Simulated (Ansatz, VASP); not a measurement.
**Two plane-wave programs on AsIr**

```
Ir As
1.0
     2.91620    0.00000    0.00000
     0.00000    2.91620    0.00000
     0.00000    0.00000    7.75431
Ir As
2 2
Direct
  0.00000 0.50000 0.00000
  0.50000 0.00000 0.50000
  0.00000 0.00000 0.25000
  0.00000 0.00000 0.75000
```

Alike in both runs: functional PBEsol; k mesh 8 × 8 × 8; occupations gaussian, width 0.05 eV; no spin polarisation.

Ansatz relaxed the structure, and its values are those at the end. VASP's run is a single point on that final structure, the one shown.

|  | VASP | Ansatz |
| --- | --- | --- |
| version | VASP 6.6.1 | Ansatz 0.2.0 |
| potentials or method | VASP PAW PBE potentials, release 64 (Ir_sv_GW, As_d), cutoff 560 eV | scalar-relativistic, plane waves, PAW |
| valence electrons in the cell | 64 | 64 |

VASP gave:

```
gap on the k mesh at the Fermi level (eV) : none
pressure (GPa)                            : -0.6
```

Estimate Ansatz's values.

gap on the k mesh at the Fermi level (eV): none; pressure (GPa): 0.0.

VASP's potentials were made for PBE, not for PBEsol. A gap of «none» marks a metal or a gap that the smearing closes.

Neither program's run includes spin-orbit coupling.
